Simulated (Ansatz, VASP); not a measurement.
## Two plane-wave programs on PbSe

```
Pb Se
1.0
     0.00000    3.13046    3.13046
     3.13046    0.00000    3.13046
     3.13046    3.13046    0.00000
Pb Se
1 1
Direct
  0.00000 0.00000 0.00000
  0.50000 0.50000 0.50000
```

Alike in both runs: task single point; functional PBE; k mesh 6 × 6 × 6; no spin polarisation.

|  | VASP | Ansatz |
| --- | --- | --- |
| version | VASP 6.6.1 | Ansatz 0.2.0 |
| potentials or method | VASP PAW PBE potentials, release 64 (Pb_d, Se), cutoff 500 eV | plane waves, PAW |
| occupations | gaussian, width 0.01 eV | fixed |
| valence electrons in the cell | 20 | 30 |

```tsv
	VASP	Ansatz	Ansatz less VASP
pressure (GPa)	-1.0	-1.0	+0.02
```

VASP's potentials hold 20 valence electrons a cell and Ansatz's 30, so a difference there can come from the potentials and not from the codes.

Neither program's run includes spin-orbit coupling.
